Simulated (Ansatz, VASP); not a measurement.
One calculation of SnO2, two programs

File POSCAR:

```
SnO2
1.0
    1.6383730560      0.9459151249      4.8637655204
   -1.6383730560      0.9459151249      4.8637655204
    0.0000000000     -1.8918302499      4.8637655204
Sn O
1 2
Direct
    0.5000000000      0.5000000000      0.5000000000
    0.7628300000      0.7628300000      0.7628300000
    0.2371700000      0.2371700000      0.2371700000
```

Contents of INCAR.step1:

```
  PREC = Accurate
  ENCUT = 520
  ISMEAR = -1
  SIGMA = 0.05
  LREAL = False
  LASPH = True
  NELM = 80
  NBANDS = 20
  GGA = PE
  ALGO = Normal
  EDIFF = 1E-4
  LWAVE = True
  LCHARG = False
```

File INCAR.step2:

```
  PREC = Accurate
  ENCUT = 520
  EDIFF = 1E-6
  ISMEAR = -1
  SIGMA = 0.05
  LREAL = False
  LASPH = True
  NELM = 80
  ALGO = Normal
  ISIF = 2
  LWAVE = False
  LCHARG = True
  METAGGA = R2SCAN
  LMIXTAU = True
  LELF = True
  LVHAR = True
  NBANDS = 20
  ISTART = 1
```

Contents of KPOINTS:

```
Automatic mesh
0
Gamma
  10 10 10
```

The input input.yaml:

```yaml
crystal:
  lattice:
    - [1.638373056, 0.9459151249, 4.8637655204]
    - [-1.638373056, 0.9459151249, 4.8637655204]
    - [0.0, -1.8918302499, 4.8637655204]
  atoms:
    - { symbol: Sn, position: [0.5, 0.5, 0.5] }
    - { symbol: O, position: [0.76283, 0.76283, 0.76283] }
    - { symbol: O, position: [0.23717, 0.23717, 0.23717] }
hamiltonian:
  xc: r2scan
  pseudopotentials: { kind: paw }
kpoints:
  mp_grid: { grid: [10, 10, 10] }
scf:
  occupations: { method: fermi_dirac, width: 0.05 }
output:
  forces: true
  stress: true
  eigenvalues: true
```

Alike in both runs: task single point; functional r2SCAN; k mesh 10 × 10 × 10; occupations fermi-dirac, width 0.05 eV; no spin polarisation.

```csv
,VASP,Ansatz
version,VASP 6.6.1,Ansatz 0.2.0
potentials or method,"VASP PAW PBE potentials, release 64 (Sn_d, O)",Ansatz PAW
plane-wave cutoff (eV),520,500
valence electrons in the cell,26,26
```

Ansatz gave:

* gap on the k mesh at the Fermi level (eV): 2.17
* least direct gap on the mesh (eV): 2.25
* pressure (GPa): -12.0
* traceless stress, the component that is largest in VASP (GPa): 3.12
* rms of the force components (eV/Å): 0.476

**Question.** Estimate VASP's values.

**Answer.** gap on the k mesh at the Fermi level (eV): 2.16; least direct gap on the mesh (eV): 2.24; pressure (GPa): -11.2; traceless stress, the component that is largest in VASP (GPa): 2.62; rms of the force components (eV/Å): 0.442.

VASP's potentials were made for PBE, not for r2SCAN. Atom by atom the forces differ by 0.034 eV/Å (rms over components). With one functional, cell and mesh, what is left measures potentials, basis and numerics.
